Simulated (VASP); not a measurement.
# Ni (Im-3m) in VASP: a series of runs

Ni is run at these levels: LDA; tasks: single point.

Everything below comes from runs of VASP 6.6.1. Logs are shortened: lines on timing, memory, paths and dates and some standing lists are left out, and cuts for length are marked.

**1. The cell of the first run**

The structure is cubic, space group Im-3m (No. 229). Conventional cell: a = 2.711 Å, b = 2.711 Å, c = 2.711 Å, α = 90.00°, β = 90.00°, γ = 90.00°. Within 3.1 Å of Ni (site symmetry m-3m) lie 14 Ni at 2.35 to 2.71 Å.

**2. Single point, LDA, collinear spin, ferromagnetic start**

File INCAR:

```
PREC = Accurate
ENCUT = 520
EDIFF = 1E-6
ISMEAR = 0
SIGMA = 0.1
LREAL = False
LASPH = True
NELM = 150
ALGO = Normal
ISIF = 2
LWAVE = False
LCHARG = False
ISPIN = 2
MAGMOM = 1.5
LORBIT = 11
LMAXMIX = 4
GGA = CA
NBANDS = 15
```

File KPOINTS:

```
Automatic mesh
0
Gamma
  14 14 14
```

File POSCAR:

```
Ni
1.0
   -1.3554679924      1.3554679924      1.3554679924
    1.3554679924     -1.3554679924      1.3554679924
    1.3554679924      1.3554679924     -1.3554679924
Ni
1
Direct
    0.0000000000      0.0000000000      0.0000000000
```

Potentials or basis: VASP PAW LDA potentials, release 64 (Ni).

Run with:

```bash
cat potpaw_LDA.64/Ni/POTCAR > POTCAR
mpirun -np 1 vasp_std > vasp.out
```

OUTCAR:

```text
PREC = Accurate
   ENCUT = 520
   EDIFF = 1E-6
   ISMEAR = 0
   LREAL = False
   LASPH = True
   NELM = 150
   ISIF = 2
   ISPIN = 2
   LORBIT = 11
   GGA = CA

 ion  position               nearest neighbor table
   1  0.000  0.000  0.000-

  LATTYP: Found a body centered cubic cell.
 ALAT       =     2.7109359848

  Lattice vectors:

 A1 = (  -1.3554679924,   1.3554679924,   1.3554679924)
 A2 = (   1.3554679924,  -1.3554679924,   1.3554679924)
 A3 = (   1.3554679924,   1.3554679924,  -1.3554679924)

Analysis of symmetry for initial positions (statically):
=====================================================================
 Subroutine PRICEL returns:
 Original cell was already a primitive cell.

 Routine SETGRP: Setting up the symmetry group for a
 body centered cubic supercell.

 Subroutine GETGRP returns: Found 48 space group operations
 (whereof 48 operations were pure point group operations)
 out of a pool of 48 trial point group operations.

The static configuration has the point symmetry O_h .

Analysis of symmetry for dynamics (positions and initial velocities):
=====================================================================
 Subroutine PRICEL returns:
 Original cell was already a primitive cell.

 Routine SETGRP: Setting up the symmetry group for a
 body centered cubic supercell.

 Subroutine GETGRP returns: Found 48 space group operations
 (whereof 48 operations were pure point group operations)
 out of a pool of 48 trial point group operations.

The dynamic configuration has the point symmetry O_h .

Analysis of structural, dynamic, and magnetic symmetry:
=====================================================================
 Subroutine PRICEL returns:
 Original cell was already a primitive cell.

 Routine SETGRP: Setting up the symmetry group for a
 body centered cubic supercell.

 Subroutine GETGRP returns: Found 48 space group operations
 (whereof 48 operations were pure point group operations)
 out of a pool of 48 trial point group operations.

The overall configuration has the point symmetry O_h .

 Subroutine INISYM returns: Found 48 space group operations
 (whereof 48 operations are pure point group operations),
 and found     1 'primitive' translations

----------------------------------------------------------------------------------------

                                     Primitive cell

  volume of cell :       9.9616

  direct lattice vectors                    reciprocal lattice vectors
    -1.355467992  1.355467992  1.355467992     0.000000000  0.368876287  0.368876287
     1.355467992 -1.355467992  1.355467992     0.368876287  0.000000000  0.368876287
     1.355467992  1.355467992 -1.355467992     0.368876287  0.368876287  0.000000000

  length of vectors
     2.347739431  2.347739431  2.347739431     0.521669848  0.521669848  0.521669848

  position of ions in fractional coordinates (direct lattice)
     0.000000000  0.000000000  0.000000000

  ion indices of the primitive-cell ions
   primitive index   ion index
                 1           1

----------------------------------------------------------------------------------------

 KPOINTS: Automatic mesh

Automatic generation of k-mesh.
 Grid dimensions read from file:
 generate k-points for:   14   14   14

 Generating k-lattice:

  Cartesian coordinates                     Fractional coordinates (reciprocal lattice)
     0.000000000  0.026348306  0.026348306     0.071428571  0.000000000  0.000000000
     0.026348306  0.000000000  0.026348306     0.000000000  0.071428571  0.000000000
     0.026348306  0.026348306  0.000000000     0.000000000  0.000000000  0.071428571

  Length of vectors
     0.037262132  0.037262132  0.037262132

  Shift w.r.t. Gamma in fractional coordinates (k-lattice)
     0.000000000  0.000000000  0.000000000

 Subroutine IBZKPT returns following result:
 ===========================================

 Found    104 irreducible k-points:

 Following reciprocal coordinates:
            Coordinates               Weight
  0.000000  0.000000  0.000000      1.000000
  0.071429  0.000000  0.000000     12.000000
  0.142857  0.000000  0.000000     12.000000
  0.214286  0.000000  0.000000     12.000000
  0.285714  0.000000  0.000000     12.000000
  0.357143  0.000000  0.000000     12.000000
[... 16 lines left out ...]
  0.285714  0.285714  0.000000     24.000000
  0.357143  0.285714  0.000000     24.000000
 [... further k-points ...]
   k-points           NKPTS =    104   k-points in BZ     NKDIM =    104   number of bands    NBANDS=     15
   number of dos      NEDOS =    301   number of ions     NIONS =      1
   total plane-waves  NPLWV =   5832
   dimension x,y,z NGX =    18 NGY =   18 NGZ =   18
   dimension x,y,z NGXF=    36 NGYF=   36 NGZF=   36
   ions per type =               1
   NGX,Y,Z   is equivalent  to a cutoff of  12.75, 12.75, 12.75 a.u.
   NGXF,Y,Z  is equivalent  to a cutoff of  25.49, 25.49, 25.49 a.u.
 SYSTEM =  unknown system
   PREC   = accura    normal or accurate (medium, high low for compatibility)
   ISTART =      0    job   : 0-new  1-cont  2-samecut
   ICHARG =      2    charge: 1-file 2-atom 10-const
   ISPIN  =      2    spin polarized calculation?
   LNONCOLLINEAR =      F non collinear calculations
   LSORBIT =      F    spin-orbit coupling
   LASPH  =      T    aspherical Exc in radial PAW
   ENCUT  =  520.0 eV  38.22 Ry    6.18 a.u.   4.37  4.37  4.37*2*pi/ulx,y,z
   NELM   =    150;   NELMIN=  2; NELMDL= -5     # of ELM steps
   EDIFF  = 0.1E-05   stopping-criterion for ELM
   LREAL  =      F    real-space projection
   EDIFFG = 0.1E-04   stopping-criterion for IOM
   NSW    =      0    number of steps for IOM
   IBRION =     -1    ionic relax: 0-MD 1-quasi-New 2-CG
   NFREE  =      0    steps in history (QN), initial steepest desc. (CG)
   ISIF   =      2    stress and relaxation
   ISYM   =      2    0-nonsym 1-usesym 2-fastsym
   POTIM  = 0.5000    time-step for ionic-motion
   TEBEG  =    0.0;   TEEND  =   0.0 temperature during run
   PSTRESS=    0.0 pullay stress
   NELECT =      10.0000    total number of electrons
   NUPDOWN=      -1.0000    fix difference up-down
   EMIN   =  10.00;   EMAX   =-10.00  energy-range for DOS
   EFERMI =   0.00;   METHOD = LEGACY
   ISMEAR =     0;   SIGMA  =   0.10  broadening in eV -4-tet -1-fermi 0-gaus
   EFERMI_NEDOS =   21; number of points for ismear=-14 and -15
   IALGO  =     38    algorithm
   IMIX   =      4    mixing-type and parameters
     AMIX     =   0.40;   BMIX     =  1.00
     AMIX_MAG =   1.60;   BMIX_MAG =  1.00
  volume/ion in A,a.u.               =       9.96        67.22
  Fermi-wavevector in a.u.,A,eV,Ry     =   1.639201  3.097641 36.558585  2.686980
  Thomas-Fermi vector in A             =   2.730046
   LORBIT       =     11    0 simple, 1 ext, 2 COOP (PROOUT), +10 PAW based schemes
   GGA     = CA    functional components
   LHFCALC =     F    Hartree Fock is set to
   AEXX    =    0.0000 exact exchange contribution
   IVDW    =     0    specifies the selected vdW correction
   LEPSILON=     F    determine dielectric tensor
   LRPA    =     F    only Hartree local field effects (RPA)
 spin polarized calculation
 Gauss-broadening in eV      SIGMA  =   0.10
  energy-cutoff  :      520.00
  volume of cell :        9.96
 maximum number of plane-waves:       276
 NGX is ok and might be reduce to    18
   NGX =  9   NGY =  9   NGZ =  9

 number of electron      10.0000008 magnetization       0.4228263

 Free energy of the ion-electron system (eV)
  ---------------------------------------------------
  ext. energy  EPLUGINS =         0.00000000
  ---------------------------------------------------
  free energy    TOTEN  =        -6.48366350 eV

  energy without entropy =       -6.47534124  energy(sigma->0) =       -6.47950237

 E-fermi :  10.2035     XC(G=0): -14.1396

 val. band max:       10.1841489758   @ k =   0.5000   0.5000   0.3571
 cond. band min:      10.2081080748   @ k =  -0.3571  -0.4286   0.1429
 fundamental gap:      0.0239590990
 Fermi energy:        10.2035369365

 spin component 1

 k-point     1 :       0.0000    0.0000    0.0000
  band No.  band energies     occupation
      1       0.7365      1.00000
      2       7.7957      1.00000
      3       7.7957      1.00000
      4       7.7957      1.00000
      5       9.3851      1.00000
      6       9.3851      1.00000
      7      37.6369      0.00000
      8      37.6369      0.00000
      9      37.6369      0.00000
     10      43.1893      0.00000
     11      43.1893      0.00000
     12      44.8243      0.00000
     13      44.8243      0.00000
     14      44.8243      0.00000
     15      45.3026      0.00000
[... 397 lines left out ...]
 k-point    24 :       0.3571    0.2857    0.0000
  band No.  band energies     occupation
      1       6.3284      1.00000
      2       6.9019      1.00000
      3       7.2629      1.00000
      4       9.4064      1.00000
      5       9.5827      1.00000
      6      15.9043      0.00000
      7      17.8106      0.00000
      8      20.3683      0.00000
      9      30.4734      0.00000
     10      40.2907      0.00000
     11      42.0268      0.00000
     12      49.1098      0.00000
     13      52.7169      0.00000
     14      55.9531      0.00000
     15      57.9366      0.00000

 [... further k-points ...]

 spin component 2

 k-point     1 :       0.0000    0.0000    0.0000
  band No.  band energies     occupation
      1       0.7826      1.00000
      2       8.2357      1.00000
      3       8.2357      1.00000
      4       8.2357      1.00000
      5       9.7522      1.00000
      6       9.7522      1.00000
      7      37.6440      0.00000
      8      37.6440      0.00000
      9      37.6440      0.00000
     10      43.2184      0.00000
     11      43.2184      0.00000
     12      44.9610      0.00000
     13      44.9610      0.00000
     14      44.9610      0.00000
     15      45.4613      0.00000
[... 397 lines left out ...]
 k-point    24 :       0.3571    0.2857    0.0000
  band No.  band energies     occupation
      1       6.6706      1.00000
      2       7.2237      1.00000
      3       7.5490      1.00000
      4       9.8157      1.00000
      5       9.9977      0.99820
      6      16.1172      0.00000
      7      18.0194      0.00000
      8      20.5296      0.00000
      9      30.5767      0.00000
     10      40.3484      0.00000
     11      42.0771      0.00000
     12      49.2684      0.00000
     13      52.9029      0.00000
     14      56.4597      0.00000
     15      58.0032      0.00000

 [... further k-points ...]
[... 5 lines left out ...]
  --------------------------------------------------------------------------------------
  -------------------------------------------------------------------------------------
  Total        0.1928679      0.1928679      0.1928679     -0.0000000     -0.0000000      0.0000000
  in kB       31.0200740     31.0200740     31.0200740     -0.0000000     -0.0000000      0.0000000
  external PRESSURE =      31.0200740 kB  Pullay stress =       0.0000000 kB

 VOLUME and BASIS-vectors are now :
 -----------------------------------------------------------------------------
  energy-cutoff  :      520.00
  volume of cell :        9.96
      direct lattice vectors                 reciprocal lattice vectors
    -1.355467992  1.355467992  1.355467992     0.000000000  0.368876287  0.368876287
     1.355467992 -1.355467992  1.355467992     0.368876287  0.000000000  0.368876287
     1.355467992  1.355467992 -1.355467992     0.368876287  0.368876287  0.000000000

 POSITION                                       TOTAL-FORCE (eV/Angst)
 -----------------------------------------------------------------------------------
      0.00000      0.00000      0.00000        -0.000000     -0.000000      0.000000
 -----------------------------------------------------------------------------------
    total drift:                                0.000000     -0.000000      0.000000

  FREE ENERGIE OF THE ION-ELECTRON SYSTEM (eV)
  ---------------------------------------------------
  free  energy   TOTEN  =        -6.4836635022 eV

  energy  without entropy=       -6.4753412424  energy(sigma->0) =       -6.47950237

 total charge

# of ion       s       p       d       tot
------------------------------------------
    1        0.532   0.569   8.393   9.494

 magnetization (x)

# of ion       s       p       d       tot
------------------------------------------
    1       -0.001  -0.008   0.430   0.421
```

Wall time 27 s (1 thread of Intel Xeon Platinum 8488C (Sapphire Rapids), shared host); peak memory 0.13 GiB.

Results:

```
Free energy                                           : -6.4837 eV
Pressure                                              : 3.1 GPa
Net moment                                            : 0.42 μB per cell
Site moments                                          : Ni +0.42 μB
Valence electrons inside the program's atomic spheres : Ni 9.49
```

Levels at points of the mesh, in eV from the Fermi level:
Spin up:
```tsv
k point	band 2	band 3	band 4	band 5	band 6	band 7	band 8	band 9
(0.00, 0.00, 0.00)	-2.41	-2.41	-2.41	-0.82	-0.82	27.43	27.43	27.43
(0.50, 0.00, 0.00)	-3.47	-0.89	-0.64	0.19	0.21	7.27	19.94	21.29
(0.50, 0.50, 0.50)	-4.63	-0.07	-0.07	-0.07	10.32	10.32	10.32	16.72
```
Spin down:
```tsv
k point	band 3	band 4	band 5	band 6	band 7	band 8
(0.00, 0.00, 0.00)	-1.97	-1.97	-0.45	-0.45	27.44	27.44
(0.50, 0.00, 0.00)	-0.49	-0.26	0.25	0.69	7.54	19.96
(0.50, 0.50, 0.50)	0.43	0.43	0.43	10.39	10.39	10.39
```

(Continued in part 2 of 2.)
